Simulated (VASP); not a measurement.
Crystal: InAs4.

```xyz
5
Lattice="5.3910 0.0000 0.0000 0.0000 5.3910 0.0000 0.0000 0.0000 4.2476" Properties=species:S:1:pos:R:3 pbc="T T T"
In    2.6955    2.6955    2.1238
As    1.2597    1.2597    0.0000
As    1.2597    4.1312    0.0000
As    4.1312    1.2597    0.0000
As    4.1312    4.1312    0.0000
```

- Program: VASP 6.6.1
- Task: relaxation of cell and atoms
- Functional: PBE
- Dispersion: D3(BJ)
- Potentials or basis: VASP PAW PBE potentials, release 64 (In_d, As)
- Cutoff: 600 eV
- k mesh: 8 × 8 × 10
- Occupations: gaussian, width 0.1 eV
- Spin: no spin polarisation

At the start: pressure 0.8 GPa; volume 24.69 Å³/atom.

How do energy, volume and symmetry change on relaxing?

Over 13 steps the energy falls by 33.1 meV/atom and the volume is 23.99 Å³/atom (-2.8 %); space group P4/mmm (No. 123, to 0.05 Å).

The path:
```
step  energy change (eV)  largest force (eV/Å)  pressure (GPa)  volume (Å³)
   1              0.0000                0.2346            0.76       123.45
   2             -0.0307                0.2620           -0.70       125.55
   3             -0.0352                0.2695           -1.39       126.62
   4             -0.0578                0.2218           -1.25       125.88
   5             -0.1148                0.0577           -0.69       123.61
   6             -0.1326                0.4390            1.65       118.81
   7             -0.1466                0.1594            0.31       121.16
   8             -0.1478                0.2014            0.54       120.73
   9             -0.1627                0.1057           -0.07       120.76
  10             -0.1628                0.0959           -0.17       120.75
  11             -0.1628                0.0999           -0.13       120.75
  12             -0.1648                0.0522           -0.08       120.38
  13             -0.1656                0.0012            0.00       119.95
```

Final structure:
```
In As
1.0
     5.64021    0.00000    0.00000
     0.00000    5.64021    0.00000
     0.00000    0.00000    3.77071
In As
1 4
Direct
  0.50000 0.50000 0.50000
  0.21989 0.21989 0.00000
  0.21989 0.78011 0.00000
  0.78011 0.21989 0.00000
  0.78011 0.78011 0.00000
```

Caveat: pairwise dispersion overbinds metals, which lowers pressure and volume.
